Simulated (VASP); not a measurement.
A run of VASP 6.6.1 is set up as follows.

File POSCAR:

```
CaO
1.0
    0.0000000000      2.3397941731      2.3397941731
    2.3397941731      0.0000000000      2.3397941731
    2.3397941731      2.3397941731      0.0000000000
Ca O
1 1
Direct
    0.0000000000      0.0000000000      0.0000000000
    0.5000000000      0.5000000000      0.5000000000
```

INCAR.step1

```
SYSTEM = CaO
PREC = Accurate
ENCUT = 910
ISMEAR = 0
SIGMA = 0.01
LREAL = .FALSE.
LASPH = .TRUE.
NELM = 120
NBANDS = 15
GGA = PE
ALGO = Normal
EDIFF = 1E-5
LWAVE = .TRUE.
LCHARG = .FALSE.
GGA_COMPAT = .FALSE.
```

File INCAR.step2:

```
SYSTEM = CaO
PREC = Accurate
ENCUT = 910
EDIFF = 1E-6
ISMEAR = 0
SIGMA = 0.01
LREAL = .FALSE.
LASPH = .TRUE.
NELM = 120
ALGO = Normal
ISIF = 2
LWAVE = .FALSE.
LCHARG = .FALSE.
METAGGA = R2SCAN
LMIXTAU = .TRUE.
NBANDS = 15
ISTART = 1
GGA_COMPAT = .FALSE.
```

File KPOINTS:

```
regular mesh
0
G
  8 8 8
  0 0 0
```

Potentials or basis: VASP PAW PBE potentials, release 64 (Ca_sv, O_h).

The run is started by

```console
$ cat potpaw_PBE.64/Ca_sv/POTCAR potpaw_PBE.64/O_h/POTCAR > POTCAR
$ cp INCAR.step1 INCAR
$ mpirun -np 1 vasp_std > vasp.out
$ cp INCAR.step2 INCAR
$ mpirun -np 1 vasp_std > vasp.out
```

Q: Predict the pressure.

A: 11.3 GPa.

Q: Predict the band gap on the k mesh.

A: 4.16 eV (least direct gap 4.50 eV).

Caveat: the cutoff is under 1.25 times the usual one of these potentials, so pressure, stress and relaxed cells hold a basis-set (Pulay) error; the cell stands under pressure; the PAW data sets were made with another functional, which shifts forces and pressure a little. A k mesh can miss the band edges.
